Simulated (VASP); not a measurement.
# Br (Cmce) in VASP: electric field gradients with PBE

Aim: the electric field gradients of Br with PBE.

All numbers are computed with VASP 6.6.1; they aren't measurements. Logs are shortened: lines on timing, memory, paths and dates and some standing lists are left out, and cuts for length are marked.

### 1 The cell of the first run

The structure is orthorhombic, space group Cmce (No. 64). Conventional cell: a = 6.670 Å, b = 4.480 Å, c = 8.720 Å, α = 90.00°, β = 90.00°, γ = 90.00°. Within 3.3 Å of Br (site symmetry m) lie 3 Br at 2.37 to 3.22 Å.

### 2 Electric field gradients, PBE

Input file INCAR:

```
SYSTEM = Br
ALGO     = Normal         ! electronic algorithm
EDIFF    = 1E-8           ! SCF threshold, eV
ENCUT    = 520            ! plane-wave cutoff, eV
GGA      = PE             ! functional
ISIF     = 2              ! what is computed and relaxed
ISMEAR   = -4             ! smearing method
LASPH    = .True.         ! aspherical terms in the spheres
LCHARG   = .False.        ! write CHGCAR
LEFG     = .True.       
LREAL    = .False.        ! projectors in reciprocal space
LWAVE    = .False.        ! write WAVECAR
NBANDS   = 22             ! bands
NELM     = 80             ! most SCF steps
PREC     = Accurate       ! precision mode
SIGMA    = 0.1            ! smearing width, eV
```

Input file KPOINTS:

```
k-points
0
Gamma
  10 10 5
  0 0 0
```

Input file POSCAR:

```
Br
1.0
    3.3350000000     -2.2400000000      0.0000000000
    3.3350000000      2.2400000000      0.0000000000
    0.0000000000      0.0000000000      8.7200000000
Br
4
Direct
    0.1338142958      0.8661857042      0.1172022531
    0.6338142958      0.3661857042      0.3827977469
    0.8661857042      0.1338142958      0.8827977469
    0.3661857042      0.6338142958      0.6172022531
```

Potentials or basis: VASP PAW PBE potentials, release 64 (Br).

The run is started by

```sh
cat potpaw_PBE.64/Br/POTCAR > POTCAR
mpirun -np 1 vasp_std > vasp.out
```

OUTCAR:

```text
SYSTEM = Br
   EDIFF = 1E-8
   ENCUT = 520
   GGA = PE
   ISIF = 2
   ISMEAR = -4
   LASPH = .True.
   LREAL = .False.
   NELM = 80
   PREC = Accurate

 ion  position               nearest neighbor table
   1  0.134  0.866  0.117-   3 2.37
   2  0.634  0.366  0.383-   4 2.37
   3  0.866  0.134  0.883-   1 2.37
   4  0.366  0.634  0.617-   2 2.37

  LATTYP: Found a base centered orthorhombic cell.
 ALAT       =     4.4800000000
 B/A-ratio  =     1.4888392857
 C/A-ratio  =     1.9464285714

  Lattice vectors:

 A1 = (  -3.3350000000,  -2.2400000000,   0.0000000000)
 A2 = (   3.3350000000,  -2.2400000000,   0.0000000000)
 A3 = (   0.0000000000,   0.0000000000,   8.7200000000)

Analysis of symmetry for initial positions (statically):
=====================================================================
 Subroutine PRICEL returns:
 Original cell was already a primitive cell.

 Routine SETGRP: Setting up the symmetry group for a
 base centered orthorhombic supercell.

 Subroutine GETGRP returns: Found  8 space group operations
 (whereof  4 operations were pure point group operations)
 out of a pool of  8 trial point group operations.

The static configuration has the point symmetry C_2h.
 The point group associated with its full space group is D_2h.

Analysis of symmetry for dynamics (positions and initial velocities):
=====================================================================
 Subroutine PRICEL returns:
 Original cell was already a primitive cell.

 Routine SETGRP: Setting up the symmetry group for a
 base centered orthorhombic supercell.

 Subroutine GETGRP returns: Found  8 space group operations
 (whereof  4 operations were pure point group operations)
 out of a pool of  8 trial point group operations.

The dynamic configuration has the point symmetry C_2h.
 The point group associated with its full space group is D_2h.

 Subroutine INISYM returns: Found  8 space group operations
 (whereof  4 operations are pure point group operations),
 and found     1 'primitive' translations

----------------------------------------------------------------------------------------

                                     Primitive cell

  volume of cell :     130.2838

  direct lattice vectors                    reciprocal lattice vectors
     3.335000000 -2.240000000  0.000000000     0.149925037 -0.223214286  0.000000000
     3.335000000  2.240000000  0.000000000     0.149925037  0.223214286  0.000000000
     0.000000000  0.000000000  8.720000000     0.000000000  0.000000000  0.114678899

  length of vectors
     4.017440105  4.017440105  8.720000000     0.268890562  0.268890562  0.114678899

  position of ions in fractional coordinates (direct lattice)
     0.133814296  0.866185704  0.117202253
     0.633814296  0.366185704  0.382797747
     0.866185704  0.133814296  0.882797747
     0.366185704  0.633814296  0.617202253

  ion indices of the primitive-cell ions
   primitive index   ion index
                 1           1
                 2           2
                 3           3
                 4           4

----------------------------------------------------------------------------------------

 KPOINTS: k-points

Automatic generation of k-mesh.
 Grid dimensions read from file:
 generate k-points for:   10   10    5

 Generating k-lattice:

  Cartesian coordinates                     Fractional coordinates (reciprocal lattice)
     0.014992504 -0.022321429  0.000000000     0.100000000 -0.000000000  0.000000000
     0.014992504  0.022321429  0.000000000    -0.000000000  0.100000000  0.000000000
     0.000000000  0.000000000  0.022935780     0.000000000  0.000000000  0.200000000

  Length of vectors
     0.026889056  0.026889056  0.022935780

  Shift w.r.t. Gamma in fractional coordinates (k-lattice)
     0.000000000  0.000000000  0.000000000

 TETIRR: Found    755 inequivalent tetrahedra from     3000

 Subroutine IBZKPT returns following result:
 ===========================================

 Found     93 irreducible k-points:

 Following reciprocal coordinates:
            Coordinates               Weight
  0.000000  0.000000  0.000000      1.000000
  0.100000  0.000000  0.000000      4.000000
  0.200000  0.000000  0.000000      4.000000
  0.300000  0.000000  0.000000      4.000000
  0.400000  0.000000  0.000000      4.000000
  0.500000  0.000000  0.000000      2.000000
[... 16 lines left out ...]
  0.300000  0.300000  0.000000      2.000000
  0.400000  0.300000  0.000000      4.000000
 [... further k-points ...]
   k-points           NKPTS =     93   k-points in BZ     NKDIM =     93   number of bands    NBANDS=     22
   number of dos      NEDOS =    301   number of ions     NIONS =      4
   total plane-waves  NPLWV =  63000
   dimension x,y,z NGX =    30 NGY =   30 NGZ =   70
   dimension x,y,z NGXF=    60 NGYF=   60 NGZF=  140
   ions per type =               4
   NGX,Y,Z   is equivalent  to a cutoff of  12.41, 12.41, 13.35 a.u.
   NGXF,Y,Z  is equivalent  to a cutoff of  24.83, 24.83, 26.69 a.u.
 SYSTEM =  Br
   PREC   = accura    normal or accurate (medium, high low for compatibility)
   ISTART =      0    job   : 0-new  1-cont  2-samecut
   ICHARG =      2    charge: 1-file 2-atom 10-const
   ISPIN  =      1    spin polarized calculation?
   LNONCOLLINEAR =      F non collinear calculations
   LSORBIT =      F    spin-orbit coupling
   LASPH  =      T    aspherical Exc in radial PAW
   ENCUT  =  520.0 eV  38.22 Ry    6.18 a.u.   7.47  7.47 16.21*2*pi/ulx,y,z
   NELM   =     80;   NELMIN=  2; NELMDL= -5     # of ELM steps
   EDIFF  = 0.1E-07   stopping-criterion for ELM
   LREAL  =      F    real-space projection
   EDIFFG = 0.1E-06   stopping-criterion for IOM
   NSW    =      0    number of steps for IOM
   IBRION =     -1    ionic relax: 0-MD 1-quasi-New 2-CG
   NFREE  =      0    steps in history (QN), initial steepest desc. (CG)
   ISIF   =      2    stress and relaxation
   ISYM   =      2    0-nonsym 1-usesym 2-fastsym
   POTIM  = 0.5000    time-step for ionic-motion
   TEBEG  =    0.0;   TEEND  =   0.0 temperature during run
   PSTRESS=    0.0 pullay stress
   NELECT =      28.0000    total number of electrons
   NUPDOWN=      -1.0000    fix difference up-down
   EMIN   =  10.00;   EMAX   =-10.00  energy-range for DOS
   EFERMI =   0.00;   METHOD = LEGACY
   ISMEAR =    -4;   SIGMA  =   0.10  broadening in eV -4-tet -1-fermi 0-gaus
   EFERMI_NEDOS =   21; number of points for ismear=-14 and -15
   IALGO  =     38    algorithm
   IMIX   =      4    mixing-type and parameters
     AMIX     =   0.40;   BMIX     =  1.00
     AMIX_MAG =   1.60;   BMIX_MAG =  1.00
  volume/ion in A,a.u.               =      32.57       219.80
  Fermi-wavevector in a.u.,A,eV,Ry     =   0.980612  1.853089 13.083372  0.961601
  Thomas-Fermi vector in A             =   2.111556
   LORBIT       =      0    0 simple, 1 ext, 2 COOP (PROOUT), +10 PAW based schemes
   GGA     = PE    functional components
   LHFCALC =     F    Hartree Fock is set to
   AEXX    =    0.0000 exact exchange contribution
   IVDW    =     0    specifies the selected vdW correction
   LEPSILON=     F    determine dielectric tensor
   LRPA    =     F    only Hartree local field effects (RPA)
 non-spin polarized calculation
 Fermi weights with tetrahedron method witout Bloechl corrections
  energy-cutoff  :      520.00
  volume of cell :      130.28
 maximum number of plane-waves:      3536
 NGX is ok and might be reduce to    30
   NGX = 15   NGY = 15   NGZ = 33

 number of electron      27.9999997 magnetization

 Free energy of the ion-electron system (eV)
  ---------------------------------------------------
  ext. energy  EPLUGINS =         0.00000000
  ---------------------------------------------------
  free energy    TOTEN  =        -6.43976977 eV

  energy without entropy =       -6.43976977  energy(sigma->0) =       -6.43976977

 E-fermi :  -0.0521     XC(G=0):  -8.0824

 val. band max:       -0.1079287051   @ k =   0.0000   0.0000   0.0000
 cond. band min:       1.4079885978   @ k =   0.0000   0.0000   0.0000
 fundamental gap:      1.5159173029
 Fermi energy:        -0.0521043755

 k-point     1 :       0.0000    0.0000    0.0000
  band No.  band energies     occupation
      1     -15.7710      2.00000
      2     -15.2980      2.00000
      3     -13.4830      2.00000
      4     -12.5841      2.00000
      5      -4.9556      2.00000
      6      -3.6940      2.00000
[... 14 lines left out ...]
     21       9.0684      0.00000
     22       9.3179      0.00000

 k-point     2 :       0.1000    0.0000    0.0000
  band No.  band energies     occupation
      1     -15.7441      2.00000
      2     -15.2914      2.00000
      3     -13.4595      2.00000
      4     -12.6057      2.00000
      5      -4.9510      2.00000
      6      -3.7707      2.00000
[... 14 lines left out ...]
     21       9.0747      0.00000
     22       9.2654      0.00000

 k-point     3 :       0.2000    0.0000    0.0000
  band No.  band energies     occupation
      1     -15.6689      2.00000
      2     -15.2773      2.00000
      3     -13.3925      2.00000
      4     -12.6688      2.00000
      5      -4.9447      2.00000
      6      -3.9950      2.00000
[... 14 lines left out ...]
     21       8.8778      0.00000
     22       9.4928      0.00000
[... 476 lines left out ...]
 k-point    23 :       0.3000    0.3000    0.0000
  band No.  band energies     occupation
      1     -15.5969      2.00000
      2     -15.1844      2.00000
      3     -13.3339      2.00000
      4     -12.5748      2.00000
      5      -4.8023      2.00000
      6      -3.8712      2.00000
[... 14 lines left out ...]
     21       9.2384      0.00000
     22       9.4879      0.00000

 k-point    24 :       0.4000    0.3000    0.0000
  band No.  band energies     occupation
      1     -15.5442      2.00000
      2     -15.1658      2.00000
      3     -13.2876      2.00000
      4     -12.6010      2.00000
      5      -4.7758      2.00000
      6      -3.9797      2.00000
[... 14 lines left out ...]
     21       9.3583      0.00000
     22       9.6304      0.00000

 [... further k-points ...]

------------------------ aborting loop because EDIFF is reached ----------------------------------------

  FORCE on cell =-STRESS in cart. coord.  units (eV):
  Direction    XX          YY          ZZ          XY          YZ          ZX
  --------------------------------------------------------------------------------------
  -------------------------------------------------------------------------------------
  Total        1.3663365      0.0071383     -0.0329379      0.0000000      0.0000000      0.0000000
  in kB       16.8026552      0.0877834     -0.4050573      0.0000000      0.0000000      0.0000000
  external PRESSURE =       5.4951271 kB  Pullay stress =       0.0000000 kB

 VOLUME and BASIS-vectors are now :
 -----------------------------------------------------------------------------
  energy-cutoff  :      520.00
  volume of cell :      130.28
      direct lattice vectors                 reciprocal lattice vectors
     3.335000000 -2.240000000  0.000000000     0.149925037 -0.223214286  0.000000000
     3.335000000  2.240000000  0.000000000     0.149925037  0.223214286  0.000000000
     0.000000000  0.000000000  8.720000000     0.000000000  0.000000000  0.114678899

 POSITION                                       TOTAL-FORCE (eV/Angst)
 -----------------------------------------------------------------------------------
      3.33500      1.64051      1.02200         0.000000     -0.019981      0.020453
      3.33500     -0.59949      3.33800         0.000000     -0.019981     -0.020453
      3.33500     -1.64051      7.69800         0.000000      0.019981     -0.020453
      3.33500      0.59949      5.38200         0.000000      0.019981      0.020453
 -----------------------------------------------------------------------------------
    total drift:                               -0.000000     -0.000000     -0.000000

  FREE ENERGIE OF THE ION-ELECTRON SYSTEM (eV)
  ---------------------------------------------------
  free  energy   TOTEN  =        -6.4397697747 eV

  energy  without entropy=       -6.4397697747  energy(sigma->0) =       -6.43976977

 Electric field gradients (V/A^2)
---------------------------------------------------------------------
 ion       V_xx      V_yy      V_zz      V_xy      V_xz      V_yz
---------------------------------------------------------------------
   1    -564.392   -40.021   604.413     0.000    -0.000  -563.390
   2    -564.392   -40.021   604.413    -0.000     0.000   563.390
   3    -564.392   -40.021   604.413     0.000    -0.000  -563.390
   4    -564.392   -40.021   604.413    -0.000     0.000   563.390
---------------------------------------------------------------------

 Electric field gradients after diagonalization (V/A^2)
 (convention: |V_zz| > |V_xx| > |V_yy|)
----------------------------------------------------------------------
 ion       V_xx      V_yy      V_zz     asymmetry (V_yy - V_xx)/ V_zz
----------------------------------------------------------------------
   1    -564.392  -366.828   931.220       0.212
   2    -564.392  -366.828   931.220       0.212
   3    -564.392  -366.828   931.220       0.212
   4    -564.392  -366.828   931.220       0.212
----------------------------------------------------------------------

           NMR quadrupolar parameters

 Cq : quadrupolar parameter    Cq=e*Q*V_zz/h
 eta: asymmetry parameters     (V_yy - V_xx)/ V_zz
 Q  : nuclear electric quadrupole moment in mb (millibarn)
----------------------------------------------------------------------
 ion       Cq(MHz)       eta       Q (mb)
----------------------------------------------------------------------
   1       2.252       0.212       1.000
   2       2.252       0.212       1.000
   3       2.252       0.212       1.000
   4       2.252       0.212       1.000
----------------------------------------------------------------------
```

Run time: 7 min. Hardware: 1 thread of Intel Xeon 8259CL, shared host; peak memory 0.36 GiB.

What came out:

```
Free energy                             : -6.4398 eV
Pressure                                : 0.5 GPa
Largest force                           : 0.029 eV/Å
Band gap on the k mesh                  : 1.52 eV
Largest electric field gradient by atom : Br +931.2 V/Å²
```

Forces on the atoms (eV/Å):
```
Br   0.000 -0.020  0.020
Br   0.000 -0.020 -0.020
Br   0.000  0.020 -0.020
Br   0.000  0.020  0.020
```

Levels at points of the mesh, in eV from the valence-band top:
```
           k point  band 11  band 12  band 13  band 14  band 15  band 16  band 17  band 18
(0.00, 0.00, 0.00)    -1.09    -0.23    -0.04     0.00     1.52     2.37     6.15     6.74
(0.50, 0.00, 0.00)    -1.11    -1.11    -0.32    -0.32     2.37     2.37     7.18     7.18
(0.50, 0.50, 0.00)    -1.65    -1.31    -0.35    -0.09     1.53     2.08     7.22     7.58
```

Electric field gradients, principal values (V/Å²):
```tsv
atom	least	middle	greatest (by size)
1 Br	-366.828	-564.392	931.220
2 Br	-366.828	-564.392	931.220
3 Br	-366.828	-564.392	931.220
4 Br	-366.828	-564.392	931.220
```

Caveat: this functional lacks dispersion, which holds the molecules together, so the pressure and a relaxed volume are unreliable; without QUAD_EFG the Cq values of the log hold for a quadrupole moment of 1 mb, not for the nuclei; an odd mesh through Γ misses points on the zone boundary, where band edges can lie.
